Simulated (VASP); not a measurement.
The system is Ni.

```
Ni
1.0
     0.00000    3.54390    3.54390
     1.77195    0.00000    1.77195
     1.77195    1.77195    0.00000
Ni
2
Direct
  0.00000 0.00000 0.00000
  0.50000 0.00000 0.00000
```

Base run:

- Program: VASP 6.6.1
- Functional: PBE
- Potentials or basis: VASP PAW PBE potentials, release 64 (Ni)
- Cutoff: 600 eV
- k mesh: 6 × 12 × 12
- Occupations: fermi-dirac, width 0.1 eV
- Spin: collinear spin
- Starting moments: [2.0, 0.0] μB

Its results: pressure -3.6 GPa.

Question: The run is repeated on the same cell with these changes: spin from collinear spin to no spin polarisation; further incar settings from ALGO = Normal; EDIFF = 1e-06; NBANDS = 21 to ALGO = Normal; EDIFF = 1e-06; NBANDS = 17. What comes out?

Answer: Pressure -4.8 GPa.
